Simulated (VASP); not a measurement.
# Ir (P6_2) in VASP: notebook, part 3 of 3

VASP 6.6.1.

### 4 Relaxation of cell and atoms, PBE

This run uses another cell than the first one, of 16.94 Å³/atom, 1.032 times its volume.

Contents of INCAR:

```
  ALGO = Normal
  EDIFF = 1E-6
  EDIFFG = -0.04
  ENCUT = 600
  GGA = PE
  IBRION = 2
  ISIF = 3
  ISMEAR = 0
  LASPH = True
  LCHARG = False
  LREAL = False
  LWAVE = False
  NELM = 100
  NSW = 90
  PREC = Accurate
  SIGMA = 0.1
```

Contents of KPOINTS:

```
k-points
0
Gamma
  6 6 4
```

Contents of POSCAR:

```
Ir
1.0
    5.5892642938      0.0000000000      0.0000000000
   -2.7946321469      4.8404448669      0.0000000000
    0.0000000000      0.0000000000      3.7557795497
Ir
6
Direct
    0.1749000000      0.7500000000      0.8683100000
    0.2500000000      0.4249000000      0.5349766667
    0.4249000000      0.1749000000      0.2016433333
    0.5751000000      0.8251000000      0.2016433333
    0.7500000000      0.5751000000      0.5349766667
    0.8251000000      0.2500000000      0.8683100000
```

Potentials or basis: VASP PAW PBE potentials, release 64 (Ir).

Launch:

```console
$ cat potpaw_PBE.64/Ir/POTCAR > POTCAR
$ mpirun -np 1 vasp_std > vasp.out
```

OUTCAR:

```text
EDIFF = 1E-6
   EDIFFG = -0.04
   ENCUT = 600
   GGA = PE
   IBRION = 2
   ISIF = 3
   ISMEAR = 0
   LASPH = True
   LREAL = False
   NELM = 100
   NSW = 90
   PREC = Accurate

 ion  position               nearest neighbor table
   1  0.175  0.750  0.868-   4 2.41   2 2.41   5 2.42   3 2.42   6 2.48   4 3.24   2 3.24   5 3.25
                             3 3.25   6 3.30
   2  0.250  0.425  0.535-   1 2.41   4 2.41   6 2.42   3 2.42   5 2.48   4 3.24   1 3.24   3 3.25
                             6 3.25   5 3.30
   3  0.425  0.175  0.202-   6 2.41   5 2.41   1 2.42   2 2.42   4 2.48   5 3.24   6 3.24   2 3.25
                             1 3.25   4 3.30
   4  0.575  0.825  0.202-   1 2.41   2 2.41   6 2.42   5 2.42   3 2.48   2 3.24   1 3.24   5 3.25
                             6 3.25   3 3.30
   5  0.750  0.575  0.535-   6 2.41   3 2.41   1 2.42   4 2.42   2 2.48   3 3.24   6 3.24   4 3.25
                             1 3.25   2 3.30
   6  0.825  0.250  0.868-   3 2.41   5 2.41   2 2.42   4 2.42   1 2.48   3 3.24   5 3.24   2 3.25
                             4 3.25   1 3.30

  LATTYP: Found a hexagonal cell.
 ALAT       =     5.5892642938
 C/A-ratio  =     0.6719631337

  Lattice vectors:

 A1 = (   5.5892642938,   0.0000000000,   0.0000000000)
 A2 = (  -2.7946321469,   4.8404448669,   0.0000000000)
 A3 = (   0.0000000000,   0.0000000000,   3.7557795497)

Analysis of symmetry for initial positions (statically):
=====================================================================
 Subroutine PRICEL returns:
 Original cell was already a primitive cell.

 Routine SETGRP: Setting up the symmetry group for a
 hexagonal supercell.

 Subroutine GETGRP returns: Found  6 space group operations
 (whereof  2 operations were pure point group operations)
 out of a pool of 24 trial point group operations.

The static configuration has the point symmetry C_2 .
 The point group associated with its full space group is C_6 .

Analysis of symmetry for dynamics (positions and initial velocities):
=====================================================================
 Subroutine PRICEL returns:
 Original cell was already a primitive cell.

 Routine SETGRP: Setting up the symmetry group for a
 hexagonal supercell.

 Subroutine GETGRP returns: Found  6 space group operations
 (whereof  2 operations were pure point group operations)
 out of a pool of 24 trial point group operations.

The dynamic configuration has the point symmetry C_2 .
 The point group associated with its full space group is C_6 .

 Subroutine INISYM returns: Found  6 space group operations
 (whereof  2 operations are pure point group operations),
 and found     1 'primitive' translations

----------------------------------------------------------------------------------------

                                     Primitive cell

  volume of cell :     101.6108

  direct lattice vectors                    reciprocal lattice vectors
     5.589264294  0.000000000  0.000000000     0.178914424  0.103296291  0.000000000
    -2.794632147  4.840444867  0.000000000     0.000000000  0.206592581  0.000000000
     0.000000000  0.000000000  3.755779550     0.000000000  0.000000000  0.266256309

  length of vectors
     5.589264294  5.589264294  3.755779550     0.206592581  0.206592581  0.266256309

  position of ions in fractional coordinates (direct lattice)
     0.174900000  0.750000000  0.868310000
     0.250000000  0.424900000  0.534976667
     0.424900000  0.174900000  0.201643333
     0.575100000  0.825100000  0.201643333
     0.750000000  0.575100000  0.534976667
     0.825100000  0.250000000  0.868310000

  ion indices of the primitive-cell ions
   primitive index   ion index
                 1           1
                 2           2
[... 74 lines left out ...]
   NELM   =    100;   NELMIN=  2; NELMDL= -5     # of ELM steps
   EDIFF  = 0.1E-05   stopping-criterion for ELM
   LREAL  =      F    real-space projection
   EDIFFG = -.4E-01   stopping-criterion for IOM
   NSW    =     90    number of steps for IOM
   IBRION =      2    ionic relax: 0-MD 1-quasi-New 2-CG
   NFREE  =      1    steps in history (QN), initial steepest desc. (CG)
   ISIF   =      3    stress and relaxation
   ISYM   =      2    0-nonsym 1-usesym 2-fastsym
   POTIM  = 0.5000    time-step for ionic-motion
   TEBEG  =    0.0;   TEEND  =   0.0 temperature during run
   PSTRESS=    0.0 pullay stress
   NELECT =      54.0000    total number of electrons
   NUPDOWN=      -1.0000    fix difference up-down
   EMIN   =  10.00;   EMAX   =-10.00  energy-range for DOS
   EFERMI =   0.00;   METHOD = LEGACY
   ISMEAR =     0;   SIGMA  =   0.10  broadening in eV -4-tet -1-fermi 0-gaus
   EFERMI_NEDOS =   21; number of points for ismear=-14 and -15
   IALGO  =     38    algorithm
   IMIX   =      4    mixing-type and parameters
     AMIX     =   0.40;   BMIX     =  1.00
     AMIX_MAG =   1.60;   BMIX_MAG =  1.00
  volume/ion in A,a.u.               =      16.94       114.28
  Fermi-wavevector in a.u.,A,eV,Ry     =   1.326049  2.505868 23.924548  1.758405
  Thomas-Fermi vector in A             =   2.455464
   LORBIT       =      0    0 simple, 1 ext, 2 COOP (PROOUT), +10 PAW based schemes
   GGA     = PE    functional components
   LHFCALC =     F    Hartree Fock is set to
   AEXX    =    0.0000 exact exchange contribution
   IVDW    =     0    specifies the selected vdW correction
   LEPSILON=     F    determine dielectric tensor
   LRPA    =     F    only Hartree local field effects (RPA)
 conjugate gradient relaxation of ions
 non-spin polarized calculation
 Gauss-broadening in eV      SIGMA  =   0.10
  energy-cutoff  :      600.00
  volume of cell :      101.61
 maximum number of plane-waves:      3405
 NGX is ok and might be reduce to    48
   NGX = 23   NGY = 23   NGZ = 15

--------------------------------------- Ionic step        1  -------------------------------------------

 number of electron      54.0000003 magnetization

 Free energy of the ion-electron system (eV)
  ---------------------------------------------------
  ext. energy  EPLUGINS =         0.00000000
  ---------------------------------------------------
  free energy    TOTEN  =       -43.00565018 eV

  energy without entropy =      -42.95564362  energy(sigma->0) =      -42.98064690

------------------------ aborting loop because EDIFF is reached ----------------------------------------

  FORCE on cell =-STRESS in cart. coord.  units (eV):
  Direction    XX          YY          ZZ          XY          YZ          ZX
  --------------------------------------------------------------------------------------
  -------------------------------------------------------------------------------------
  Total       26.5186674     26.5186674     10.0224445      0.0000010      0.0000000      0.0000000
  in kB      418.1405273    418.1405273    158.0317044      0.0000157      0.0000000      0.0000000
  external PRESSURE =     331.4375863 kB  Pullay stress =       0.0000000 kB
[... 27 lines left out ...]
--------------------------------------- Ionic step        2  -------------------------------------------

 number of electron      53.9999999 magnetization

 E-fermi :   2.3301     XC(G=0): -10.2416

 val. band max:        2.3275340937   @ k =   0.1667   0.1667   0.0000
 cond. band min:       2.3486228812   @ k =   0.3333  -0.0000   0.2500
 fundamental gap:      0.0210887875
 Fermi energy:         2.3300547840

 k-point     1 :       0.0000    0.0000    0.0000
  band No.  band energies     occupation
      1      -3.7558      2.00000
      2      -1.1439      2.00000
      3      -1.1439      2.00000
      4      -1.0468      2.00000
      5      -0.6565      2.00000
      6      -0.6565      2.00000
[... 902 lines left out ...]
  FREE ENERGIE OF THE ION-ELECTRON SYSTEM (eV)
  ---------------------------------------------------
  free  energy   TOTEN  =       -44.7249492627 eV

  energy  without entropy=      -44.6584488600  energy(sigma->0) =      -44.69169906

[... ionic steps 4 to 26 ...]

--------------------------------------- Ionic step       27  -------------------------------------------

 number of electron      54.0000002 magnetization

------------------------ aborting loop because EDIFF is reached ----------------------------------------
[... 75 lines left out ...]
--------------------------------------- Ionic step       29  -------------------------------------------

 number of electron      54.0000002 magnetization

 Free energy of the ion-electron system (eV)
  ---------------------------------------------------
  ext. energy  EPLUGINS =         0.00000000
  ---------------------------------------------------
  free energy    TOTEN  =       -49.85614089 eV

  energy without entropy =      -49.80863867  energy(sigma->0) =      -49.83238978

 E-fermi :   7.9455     XC(G=0): -12.9169

 val. band max:        7.9350833964   @ k =   0.3333   0.1667   0.5000
 cond. band min:       7.9490308241   @ k =   0.3333  -0.0000   0.2500
 fundamental gap:      0.0139474277
 Fermi energy:         7.9454604916

 k-point     1 :       0.0000    0.0000    0.0000
  band No.  band energies     occupation
      1      -1.9171      2.00000
      2       1.3368      2.00000
      3       1.3368      2.00000
      4       1.4688      2.00000
      5       1.7179      2.00000
      6       1.7179      2.00000
[... 862 lines left out ...]
  FREE ENERGIE OF THE ION-ELECTRON SYSTEM (eV)
  ---------------------------------------------------
  free  energy   TOTEN  =       -49.8561408865 eV

  energy  without entropy=      -49.8086386674  energy(sigma->0) =      -49.83238978

 reached required accuracy - stopping structural energy minimisation
```

OSZICAR:

```text
N       E                     dE             d eps       ncg     rms          rms(c)
DAV:   1     0.629616328432E+03    0.62962E+03   -0.26430E+04  1536   0.186E+03
DAV:   2     0.793157602696E+01   -0.62168E+03   -0.60603E+03  1544   0.513E+02
[... 282 lines left out ...]
       N       E                     dE             d eps       ncg     rms          rms(c)
DAV:   1    -0.498559214003E+02   -0.23331E-03   -0.15797E-01  1536   0.188E+00    0.570E-02
DAV:   2    -0.498561857133E+02   -0.26431E-03   -0.31222E-03  2480   0.470E-01    0.405E-02
DAV:   3    -0.498561589202E+02    0.26793E-04   -0.60724E-05  1888   0.395E-02    0.258E-02
DAV:   4    -0.498561407351E+02    0.18185E-04   -0.53970E-05  2024   0.382E-02    0.438E-03
DAV:   5    -0.498561408865E+02   -0.15141E-06   -0.29414E-06  1240   0.137E-02
  29 F= -.49856141E+02 E0= -.49832390E+02  d E =-.714742E-03
```

CONTCAR:

```text
Ir
   1.00000000000000
     6.5303458279324254   -0.0000011946951349   -0.0000000000000000
    -3.2651718793298778    5.6554459798407741    0.0000000000000000
    -0.0000000000000000    0.0000000000000000    2.6635347263971698
  Ir
     6
Direct
     0.1505145459913644    0.7346036293025977    0.8683100000000010
     0.2653963706974020    0.4159109166887627    0.5349766666999969
     0.4159109166887665    0.1505145459913610    0.2016433332999981
     0.5840890833112334    0.8494854540086393    0.2016433332999981
     0.7346036293025980    0.5840890833112370    0.5349766666999969
     0.8494854540086353    0.2653963706974020    0.8683100000000010

  0.00000000E+00  0.00000000E+00  0.00000000E+00
  0.00000000E+00  0.00000000E+00  0.00000000E+00
  0.00000000E+00  0.00000000E+00  0.00000000E+00
  0.00000000E+00  0.00000000E+00  0.00000000E+00
  0.00000000E+00  0.00000000E+00  0.00000000E+00
  0.00000000E+00  0.00000000E+00  0.00000000E+00
```

It took 23 min on 1 thread of Intel Xeon Platinum 8488C (Sapphire Rapids), shared host; peak memory 0.32 GiB.

What came out:

| Item | Value |
| --- | --- |
| Free energy | -49.8561 eV |
| Relaxed volume | 16.39 Å³/atom |
| Relaxed cell | a = 6.530 Å, b = 6.530 Å, c = 2.664 Å, α = 90.00°, β = 90.00°, γ = 120.00° |
| Space group after relaxing (to 0.05 Å) | P6_2 (No. 171) |
| Energy gained by relaxing | 1141.7 meV/atom |
| Ionic steps | 29 |
| Pressure after relaxing | 0.0 GPa |
| Largest force after relaxing | 0.018 eV/Å |
| Band gap on the k mesh | zero (band 27 reaches 9.04 eV, above the bottom of band 28 at 7.56 eV) |

Forces in eV/Å, atoms in the order of the input:
```
Ir   0.011  0.014  0.000
Ir  -0.017  0.003  0.000
Ir  -0.006  0.016  0.000
Ir   0.006 -0.016  0.000
Ir   0.017 -0.003  0.000
Ir  -0.011 -0.014  0.000
```

The path:
| step | energy change (eV) | largest force (eV/Å) | pressure (GPa) | volume (Å³) |
| --- | --- | --- | --- | --- |
| 1 | 0.0000 | 3.3501 | 33.14 | 101.61 |
| 2 | 5.6611 | 0.5965 | -31.17 | 161.61 |
| 3 | -1.7193 | 0.7122 | -10.14 | 116.92 |
| 4 | -1.7924 | 0.8379 | -5.97 | 114.53 |
| 5 | -1.7992 | 0.9073 | -4.07 | 113.54 |
| 6 | -2.4212 | 0.4712 | -1.06 | 109.24 |
| 7 | -2.5559 | 3.8604 | 29.62 | 95.28 |
| 8 | -2.8870 | 1.2618 | 7.04 | 103.41 |
| 9 | -2.9279 | 1.7080 | 10.75 | 101.59 |
| 10 | -3.0942 | 1.8622 | 9.93 | 101.46 |
| 11 | -3.6284 | 2.3872 | 8.28 | 100.86 |
| 12 | -4.6306 | 3.5392 | 11.21 | 98.74 |
| 13 | 4.3994 | 6.3709 | 100.78 | 90.50 |
| 14 | -4.5642 | 3.6859 | 13.26 | 98.41 |
| 15 | -5.1619 | 2.6170 | 3.89 | 101.01 |
| 16 | -5.2119 | 2.2863 | 1.24 | 102.03 |
| 17 | -5.4764 | 2.1222 | -1.27 | 102.10 |
| 18 | -6.0459 | 1.5836 | -6.68 | 102.25 |
| 19 | -6.0603 | 0.3383 | -7.47 | 102.26 |
| 20 | -6.2444 | 1.0160 | -8.72 | 102.30 |
| 21 | -6.5297 | 0.6947 | -2.07 | 99.23 |
| 22 | -6.6031 | 0.3984 | 4.53 | 96.88 |
| 23 | -6.7812 | 0.2157 | 2.76 | 97.31 |
| 24 | -6.8457 | 0.0704 | 1.83 | 97.76 |
| 25 | -6.8459 | 0.0726 | 1.84 | 97.75 |
| 26 | -6.8493 | 0.0519 | -0.64 | 98.60 |
| 27 | -6.8498 | 0.0553 | -0.04 | 98.38 |
| 28 | -6.8500 | 0.0460 | -0.04 | 98.38 |
| 29 | -6.8505 | 0.0175 | -0.04 | 98.37 |

Final structure:
```
Ir
1.0
     6.53035    0.00000    0.00000
    -3.26517    5.65545    0.00000
     0.00000    0.00000    2.66353
Ir
6
Direct
  0.15051 0.73460 0.86831
  0.26540 0.41591 0.53498
  0.41591 0.15051 0.20164
  0.58409 0.84949 0.20164
  0.73460 0.58409 0.53498
  0.84949 0.26540 0.86831
```

Caveat: the k points lie up to 0.59 Å⁻¹ apart in the final cell; spin-orbit coupling is left out, which moves the levels of the heavy elements.

### 5 Single point, PBE

Contents of INCAR:

```
PREC = Accurate
ENCUT = 520
EDIFF = 1E-6
ISMEAR = 0
SIGMA = 0.1
LREAL = False
LASPH = True
NELM = 100
ALGO = Normal
ISIF = 2
LWAVE = False
LCHARG = True
GGA = PE
LELF = True
LVHAR = True
NBANDS = 36
```

Contents of KPOINTS:

```
regular mesh
0
Gamma
  3 3 6
```

Contents of POSCAR:

```
Ir
1.0
    6.4624200885      0.0000000000      0.0000000000
   -3.2312100442      5.5966199666      0.0000000000
    0.0000000000      0.0000000000      2.7238371737
Ir
6
Direct
    0.1509107055      0.7380231373      0.8683100000
    0.2619768627      0.4128875682      0.5349766667
    0.4128875682      0.1509107055      0.2016433333
    0.5871124318      0.8490892945      0.2016433333
    0.7380231373      0.5871124318      0.5349766667
    0.8490892945      0.2619768627      0.8683100000
```

Launch:

```console
$ cat potpaw_PBE.64/Ir/POTCAR > POTCAR
$ mpirun -np 1 vasp_std > vasp.out
```

Run time: 27 s. Hardware: 1 thread of Intel Xeon Platinum 8488C (Sapphire Rapids), shared host; peak memory 0.21 GiB.

Results (log left out):

```
Free energy            : -49.1903 eV
Pressure               : 0.4 GPa
Band gap on the k mesh : zero (band 27 reaches 8.99 eV, above the bottom of band 28 at 7.61 eV)
```

Forces in eV/Å, atoms in the order of the input:
```
Ir  -0.001  0.002  0.000
Ir  -0.001 -0.002  0.000
Ir  -0.002  0.000  0.000
Ir   0.002  0.000  0.000
Ir   0.001  0.002  0.000
Ir   0.001 -0.002  0.000
```

Stress tensor (GPa, compression positive):
```
0.50 0.00 0.00
0.00 0.50 0.00
0.00 0.00 0.31
```

Levels at points of the mesh, in eV from the Fermi level:
```csv
k point,band 23,band 24,band 25,band 26,band 27,band 28,band 29,band 30,band 31,band 32
"(0.00, 0.00, 0.00)",-1.00,-1.00,-0.91,-0.91,-0.60,-0.03,-0.03,0.10,0.27,0.54
"(0.00, 0.00, 0.50)",-0.54,-0.54,-0.11,0.04,1.02,1.07,1.71,1.71,3.01,3.17
```

Caveat: the k points lie up to 0.38 Å⁻¹ apart; spin-orbit coupling is left out, which moves the levels of the heavy elements.

### 6 Relaxation of cell and atoms, PBE

This run uses another cell than the first one, of 16.36 Å³/atom, 0.997 times its volume.

Contents of INCAR:

```
  PREC = Accurate
  ENCUT = 600
  EDIFF = 1E-6
  ISMEAR = 0
  SIGMA = 0.1
  LREAL = F
  LASPH = T
  NELM = 100
  ALGO = Normal
  ISIF = 3
  LWAVE = F
  LCHARG = F
  GGA = PE
  IBRION = 2
  NSW = 90
  EDIFFG = -0.04
```

KPOINTS is that of step 5.

Contents of POSCAR:

```
Ir
1.0
    6.5206423869      0.0000000000      0.0000000000
   -3.2603211934      5.6470419560      0.0000000000
    0.0000000000      0.0000000000      2.6660214124
Ir
6
Direct
    0.1508500918      0.7350508084      0.8683100000
    0.2649491916      0.4157992835      0.5349766667
    0.4157992835      0.1508500918      0.2016433333
    0.5842007165      0.8491499082      0.2016433333
    0.7350508084      0.5842007165      0.5349766667
    0.8491499082      0.2649491916      0.8683100000
```

Potentials or basis: VASP PAW PBE potentials, release 64 (Ir).

Launch:

```console
$ cat potpaw_PBE.64/Ir/POTCAR > POTCAR
$ mpirun -np 1 vasp_std > vasp.out
```

It took 3.5 min on 1 thread of Intel Xeon Platinum 8488C (Sapphire Rapids), shared host; peak memory 0.27 GiB.

The run converged. Its results:

```
Free energy                            : -49.1911 eV
Relaxed volume                         : 16.44 Å³/atom
Relaxed cell                           : a = 6.467 Å, b = 6.467 Å, c = 2.723 Å, α = 90.00°, β = 90.00°, γ = 120.00°
Space group after relaxing (to 0.05 Å) : P6_2 (No. 171)
Energy gained by relaxing              : 11.6 meV/atom
Ionic steps                            : 7
Pressure after relaxing                : 0.2 GPa
Largest force after relaxing           : 0.030 eV/Å
Band gap on the k mesh                 : zero (band 27 reaches 8.97 eV, above the bottom of band 28 at 7.60 eV)
```

Forces on the atoms (eV/Å):
```
Ir   0.025  0.017  0.000
Ir  -0.027  0.014  0.000
Ir  -0.002  0.030  0.000
Ir   0.002 -0.030  0.000
Ir   0.027 -0.014  0.000
Ir  -0.025 -0.017  0.000
```

Stress tensor (GPa, compression positive):
```
0.13 0.00 0.00
0.00 0.13 0.00
0.00 0.00 0.30
```

The path:
```csv
step,energy change (eV),largest force (eV/Å),pressure (GPa),volume (Å³)
1,0.0000,0.1443,2.23,98.17
2,0.0146,0.1807,-6.45,101.37
3,-0.0524,0.1667,-2.20,99.65
4,-0.0419,0.1971,3.79,97.49
5,-0.0635,0.1841,0.22,98.73
6,-0.0694,0.0561,0.16,98.66
7,-0.0698,0.0302,0.19,98.63
```

Final structure:
```yaml
crystal:
  lattice:
    - [6.46748, 0.00000, 0.00000]
    - [-3.23374, 5.60100, 0.00000]
    - [0.00000, 0.00000, 2.72280]
  atoms:
    - { symbol: Ir, position: [0.15042, 0.73764, 0.86831] }
    - { symbol: Ir, position: [0.26236, 0.41278, 0.53498] }
    - { symbol: Ir, position: [0.41278, 0.15042, 0.20164] }
    - { symbol: Ir, position: [0.58722, 0.84958, 0.20164] }
    - { symbol: Ir, position: [0.73764, 0.58722, 0.53498] }
    - { symbol: Ir, position: [0.84958, 0.26236, 0.86831] }
```

Levels at points of the mesh, in eV from the Fermi level:
| k point | band 25 | band 26 | band 27 | band 28 | band 29 | band 30 |
| --- | --- | --- | --- | --- | --- | --- |
| (0.00, 0.00, 0.00) | -0.90 | -0.90 | -0.60 | -0.02 | -0.02 | 0.11 |
| (0.00, 0.00, 0.50) | -0.12 | 0.05 | 1.02 | 1.08 | 1.71 | 1.71 |

Caveat: the k points lie up to 0.38 Å⁻¹ apart in the final cell; spin-orbit coupling is left out, which moves the levels of the heavy elements.

### 7 Summary

| task | cell | k mesh | cutoff (eV) | gap on the mesh (eV) | pressure (GPa) | relaxed volume (Å³/atom) | largest force (eV/Å) |
| --- | --- | --- | --- | --- | --- | --- | --- |
| single point | a = 6.494, b = 6.494, c = 2.696 Å, angles 90.0, 90.0, 120.0°, 6 atoms | 9 × 9 × 14 | 520 | none | 0.4 | - | - |
| single point | a = 6.521, b = 6.521, c = 2.666 Å, angles 90.0, 90.0, 120.0°, 6 atoms | 6 × 6 × 4 | 520 | none | 0.4 | - | 0.01 |
| relaxation of cell and atoms | relaxed from a = 5.589, b = 5.589, c = 3.756 Å, angles 90.0, 90.0, 120.0°, 6 atoms | 6 × 6 × 4 | 600 | none | 0.0 | 16.39 | 0.02 |
| single point | a = 6.462, b = 6.462, c = 2.724 Å, angles 90.0, 90.0, 120.0°, 6 atoms | 3 × 3 × 6 | 520 | none | 0.4 | - | - |
| relaxation of cell and atoms | relaxed from a = 6.521, b = 6.521, c = 2.666 Å, angles 90.0, 90.0, 120.0°, 6 atoms | 3 × 3 × 6 | 600 | none | 0.2 | 16.44 | 0.03 |

Alike in all rows: level PBE; potentials or basis VASP PAW PBE potentials, release 64 (Ir); no spin polarisation; smearing gaussian 0.1 eV.

Caveats: some runs use coarse meshes; spin-orbit coupling is left out, which moves the levels of the heavy elements.

Total energies depend on the potentials used, so only differences within one code and one set of settings carry meaning.
